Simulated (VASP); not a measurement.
# Cs2AgBiBr6 (Fm-3m) in VASP: single point with PBE

Aim: the single point of Cs2AgBiBr6 with PBE.

Program: VASP 6.6.1. These are calculated values, not measurements. Logs are shortened: lines on timing, memory, paths and dates and some standing lists are left out, and cuts for length are marked.

## Step 1: The cell of the first run

It takes space group Fm-3m (No. 225, cubic). Conventional cell: a = 11.350 Å, b = 11.350 Å, c = 11.350 Å, α = 90.00°, β = 90.00°, γ = 90.00°. Within 3.7 Å of Bi (site symmetry m-3m) lie 6 Br at 2.84 Å. Within 3.7 Å of Ag (site symmetry m-3m) lie 6 Br at 2.83 Å. Cs (site symmetry -43m) has 12 Br at 4.01 Å and 4 Bi at 4.91 Å and 4 Ag at 4.91 Å within 5.3 Å. Within 3.7 Å of Br (site symmetry 4mm) lie 1 Ag at 2.83 Å and 1 Bi at 2.84 Å.

## Step 2: Single point, PBE

Input file INCAR:

```
SYSTEM = Cs2AgBiBr6
PREC     = Accurate       ! precision mode
ENCUT    = 520            ! plane-wave cutoff, eV
EDIFF    = 1E-6           ! SCF threshold, eV
ISMEAR   = 1              ! smearing method
SIGMA    = 0.2495         ! smearing width, eV
LREAL    = .FALSE.        ! projectors in reciprocal space
LASPH    = .TRUE.         ! aspherical terms in the spheres
NELM     = 60             ! most SCF steps
ALGO     = Normal         ! electronic algorithm
ISIF     = 2              ! what is computed and relaxed
LWAVE    = .FALSE.        ! write WAVECAR
LCHARG   = .FALSE.        ! write CHGCAR
GGA      = PE             ! functional
NBANDS   = 54             ! bands
```

Input file KPOINTS:

```
regular mesh
0
G
  4 4 4
  0 0 0
```

Input file POSCAR:

```
Cs2AgBiBr6
1.0
    0.0000000000      5.6750950000      5.6750950000
    5.6750950000      0.0000000000      5.6750950000
    5.6750950000      5.6750950000      0.0000000000
Bi Ag Cs Br
1 1 2 6
Direct
    0.0000000000      0.0000000000      0.0000000000
    0.5000000000      0.5000000000      0.5000000000
    0.2500000000      0.2500000000      0.2500000000
    0.7500000000      0.7500000000      0.7500000000
    0.2505500000      0.7494500000      0.2505500000
    0.2505500000      0.7494500000      0.7494500000
    0.7494500000      0.2505500000      0.7494500000
    0.7494500000      0.2505500000      0.2505500000
    0.2505500000      0.2505500000      0.7494500000
    0.7494500000      0.7494500000      0.2505500000
```

Potentials or basis: VASP PAW PBE potentials, release 64 (Bi_d, Ag, Cs_sv, Br).

Launch:

```sh
$ cat potpaw_PBE.64/Bi_d/POTCAR potpaw_PBE.64/Ag/POTCAR potpaw_PBE.64/Cs_sv/POTCAR potpaw_PBE.64/Br/POTCAR > POTCAR
$ mpirun -np 1 vasp_std > vasp.out
```

OUTCAR:

```text
SYSTEM = Cs2AgBiBr6
   PREC = Accurate
   ENCUT = 520
   EDIFF = 1E-6
   ISMEAR = 1
   LREAL = .FALSE.
   LASPH = .TRUE.
   NELM = 60
   ISIF = 2
   GGA = PE

 ion  position               nearest neighbor table
   1  0.000  0.000  0.000-   5 2.84   6 2.84   7 2.84   8 2.84   9 2.84  10 2.84
   2  0.500  0.500  0.500-   5 2.83   6 2.83   7 2.83   8 2.83   9 2.83  10 2.83
   3  0.250  0.250  0.250-
   4  0.750  0.750  0.750-
   5  0.251  0.749  0.251-   2 2.83   1 2.84
   6  0.251  0.749  0.749-   2 2.83   1 2.84
   7  0.749  0.251  0.749-   2 2.83   1 2.84
   8  0.749  0.251  0.251-   2 2.83   1 2.84
   9  0.251  0.251  0.749-   2 2.83   1 2.84
  10  0.749  0.749  0.251-   2 2.83   1 2.84

  LATTYP: Found a face centered cubic cell.
 ALAT       =    11.3501900000

  Lattice vectors:

 A1 = (   0.0000000000,   5.6750950000,   5.6750950000)
 A2 = (   5.6750950000,   0.0000000000,   5.6750950000)
 A3 = (   5.6750950000,   5.6750950000,   0.0000000000)

Analysis of symmetry for initial positions (statically):
=====================================================================
 Subroutine PRICEL returns:
 Original cell was already a primitive cell.

 Routine SETGRP: Setting up the symmetry group for a
 face centered cubic supercell.

 Subroutine GETGRP returns: Found 48 space group operations
 (whereof 48 operations were pure point group operations)
 out of a pool of 48 trial point group operations.

The static configuration has the point symmetry O_h .

Analysis of symmetry for dynamics (positions and initial velocities):
=====================================================================
 Subroutine PRICEL returns:
 Original cell was already a primitive cell.

 Routine SETGRP: Setting up the symmetry group for a
 face centered cubic supercell.

 Subroutine GETGRP returns: Found 48 space group operations
 (whereof 48 operations were pure point group operations)
 out of a pool of 48 trial point group operations.

The dynamic configuration has the point symmetry O_h .

 Subroutine INISYM returns: Found 48 space group operations
 (whereof 48 operations are pure point group operations),
 and found     1 'primitive' translations

----------------------------------------------------------------------------------------
[... 97 lines left out ...]
   NFREE  =      0    steps in history (QN), initial steepest desc. (CG)
   ISIF   =      2    stress and relaxation
   ISYM   =      2    0-nonsym 1-usesym 2-fastsym
   POTIM  = 0.5000    time-step for ionic-motion
   TEBEG  =    0.0;   TEEND  =   0.0 temperature during run
   PSTRESS=    0.0 pullay stress
   NELECT =      86.0000    total number of electrons
   NUPDOWN=      -1.0000    fix difference up-down
   EMIN   =  10.00;   EMAX   =-10.00  energy-range for DOS
   EFERMI =   0.00;   METHOD = LEGACY
   ISMEAR =     1;   SIGMA  =   0.25  broadening in eV -4-tet -1-fermi 0-gaus
   EFERMI_NEDOS =   21; number of points for ismear=-14 and -15
   IALGO  =     38    algorithm
   IMIX   =      4    mixing-type and parameters
     AMIX     =   0.40;   BMIX     =  1.00
     AMIX_MAG =   1.60;   BMIX_MAG =  1.00
  volume/ion in A,a.u.               =      36.56       246.69
  Fermi-wavevector in a.u.,A,eV,Ry     =   1.010628  1.909809 13.896559  1.021368
  Thomas-Fermi vector in A             =   2.143628
   LORBIT       =      0    0 simple, 1 ext, 2 COOP (PROOUT), +10 PAW based schemes
   GGA     = PE    functional components
   LHFCALC =     F    Hartree Fock is set to
   AEXX    =    0.0000 exact exchange contribution
   IVDW    =     0    specifies the selected vdW correction
   LEPSILON=     F    determine dielectric tensor
   LRPA    =     F    only Hartree local field effects (RPA)
 non-spin polarized calculation
 Methfessel and Paxton  Order N= 1 SIGMA  =   0.25
  energy-cutoff  :      520.00
  volume of cell :      365.55
 maximum number of plane-waves:      9912
   NGX = 29   NGY = 29   NGZ = 29

 number of electron      86.0000005 magnetization

 Free energy of the ion-electron system (eV)
  ---------------------------------------------------
  ext. energy  EPLUGINS =         0.00000000
  ---------------------------------------------------
  free energy    TOTEN  =       -29.57362432 eV

  energy without entropy =      -29.57633696  energy(sigma->0) =      -29.57452853

 E-fermi :   1.2717     XC(G=0):  -8.0274

 val. band max:        1.1123094098   @ k =   0.5000   0.5000   0.0000
 cond. band min:       2.4197617783   @ k =   0.5000   0.0000   0.0000
 fundamental gap:      1.3074523685
 Fermi energy:         1.2717000688

 k-point     1 :       0.0000    0.0000    0.0000
  band No.  band energies     occupation
      1     -21.9374      2.00000
      2     -21.9374      2.00000
      3     -21.9043      2.00000
      4     -21.9043      2.00000
      5     -21.9043      2.00000
      6     -19.6054      2.00000
[... 445 lines left out ...]
     53       7.2271      0.00000
     54       7.5500      0.00000

------------------------ aborting loop because EDIFF is reached ----------------------------------------

  FORCE on cell =-STRESS in cart. coord.  units (eV):
  Direction    XX          YY          ZZ          XY          YZ          ZX
  --------------------------------------------------------------------------------------
  -------------------------------------------------------------------------------------
  Total        2.1106059      2.1106059      2.1106059     -0.0000000      0.0000000     -0.0000000
  in kB        9.2505664      9.2505664      9.2505664     -0.0000000      0.0000000     -0.0000000
  external PRESSURE =       9.2505664 kB  Pullay stress =       0.0000000 kB

 VOLUME and BASIS-vectors are now :
 -----------------------------------------------------------------------------
  energy-cutoff  :      520.00
  volume of cell :      365.55
      direct lattice vectors                 reciprocal lattice vectors
     0.000000000  5.675095000  5.675095000    -0.088104252  0.088104252  0.088104252
     5.675095000  0.000000000  5.675095000     0.088104252 -0.088104252  0.088104252
     5.675095000  5.675095000  0.000000000     0.088104252  0.088104252 -0.088104252

 POSITION                                       TOTAL-FORCE (eV/Angst)
 -----------------------------------------------------------------------------------
      0.00000      0.00000      0.00000         0.000000     -0.000000     -0.000000
      5.67509      5.67509      5.67509         0.000000     -0.000000      0.000000
      2.83755      2.83755      2.83755        -0.000000     -0.000000     -0.000000
      8.51264      8.51264      8.51264         0.000000      0.000000      0.000000
      5.67510      2.84379      5.67510         0.000000      0.183637      0.000000
      8.50640      5.67510      5.67510        -0.183637     -0.000000      0.000000
      5.67510      8.50640      5.67510         0.000000     -0.183637      0.000000
      2.84379      5.67510      5.67510         0.183637     -0.000000      0.000000
      5.67510      5.67510      2.84379         0.000000     -0.000000      0.183637
      5.67510      5.67510      8.50640         0.000000     -0.000000     -0.183637
 -----------------------------------------------------------------------------------
    total drift:                                0.000000      0.000000     -0.000000

  FREE ENERGIE OF THE ION-ELECTRON SYSTEM (eV)
  ---------------------------------------------------
  free  energy   TOTEN  =       -29.5736243160 eV

  energy  without entropy=      -29.5763369650  energy(sigma->0) =      -29.57452853
```

OSZICAR:

```text
N       E                     dE             d eps       ncg     rms          rms(c)
DAV:   1     0.701082410628E+03    0.70108E+03   -0.36697E+04   880   0.139E+03
DAV:   2     0.470124124913E+02   -0.65407E+03   -0.63481E+03  1042   0.294E+02
DAV:   3    -0.284698185666E+02   -0.75482E+02   -0.75029E+02  1032   0.117E+02
DAV:   4    -0.308463406246E+02   -0.23765E+01   -0.23686E+01  1026   0.251E+01
DAV:   5    -0.309254070712E+02   -0.79066E-01   -0.79031E-01  1218   0.413E+00    0.766E+00
DAV:   6    -0.296367173217E+02    0.12887E+01   -0.22580E+00  1122   0.891E+00    0.510E+00
DAV:   7    -0.295642760418E+02    0.72441E-01   -0.11764E+00  1080   0.404E+00    0.232E+00
DAV:   8    -0.295703852245E+02   -0.61092E-02   -0.10063E-01  1032   0.159E+00    0.602E-01
DAV:   9    -0.295724931704E+02   -0.21079E-02   -0.93122E-03  1056   0.542E-01    0.130E-01
DAV:  10    -0.295732969239E+02   -0.80375E-03   -0.16509E-03  1024   0.158E-01    0.906E-02
DAV:  11    -0.295735960523E+02   -0.29913E-03   -0.33198E-04   984   0.782E-02    0.170E-02
DAV:  12    -0.295736194124E+02   -0.23360E-04   -0.31961E-05  1032   0.259E-02    0.115E-02
DAV:  13    -0.295736253075E+02   -0.58952E-05   -0.24764E-05   984   0.165E-02    0.721E-03
DAV:  14    -0.295736242491E+02    0.10585E-05   -0.38496E-06   992   0.680E-03    0.139E-03
DAV:  15    -0.295736243160E+02   -0.66926E-07   -0.32889E-07   592   0.277E-03
   1 F= -.29573624E+02 E0= -.29574529E+02  d E =0.271265E-02
```

stdout:

```text
POSCAR found type information on POSCAR BiAgCsBr
 POSCAR found :  4 types and      10 ions
 scaLAPACK will be used
 LDA part: xc-table for (Slater+PW92), standard interpolation
 POSCAR, INCAR and KPOINTS ok, starting setup
 FFT: planning ... GRIDC
 FFT: planning ... GRID_SOFT
 FFT: planning ... GRID
 WAVECAR not read
 entering main loop
```

Run time: 5.4 min. Hardware: 1 thread of Intel Xeon Platinum 8375C at 2.90GHz (Ice Lake), shared host; peak memory 0.58 GiB.

What came out:

```
Free energy            : -29.5736 eV
Pressure               : 0.9 GPa
Largest force          : 0.184 eV/Å
Band gap on the k mesh : 1.31 eV (least direct gap 2.45 eV)
```

Forces in eV/Å, atoms in the order of the input:
```
Bi   0.000  0.000  0.000
Ag   0.000  0.000  0.000
Cs   0.000  0.000  0.000
Cs   0.000  0.000  0.000
Br   0.000  0.184  0.000
Br  -0.184  0.000  0.000
Br   0.000 -0.184  0.000
Br   0.184  0.000  0.000
Br   0.000  0.000  0.184
Br   0.000  0.000 -0.184
```

Levels at points of the mesh, in eV from the valence-band top:
| k point | band 40 | band 41 | band 42 | band 43 | band 44 | band 45 | band 46 | band 47 |
| --- | --- | --- | --- | --- | --- | --- | --- | --- |
| (0.00, 0.00, 0.00) | -1.12 | -1.12 | -0.64 | -0.64 | 2.35 | 2.35 | 2.35 | 3.66 |
| (0.50, 0.00, 0.00) | -1.40 | -1.31 | -1.17 | -1.17 | 1.31 | 3.65 | 3.65 | 4.98 |
| (0.50, 0.50, 0.00) | -1.45 | -1.13 | -0.64 | 0.00 | 2.82 | 2.82 | 3.17 | 4.30 |

Caveat: spin-orbit coupling is left out, which moves the levels of the heavy elements.
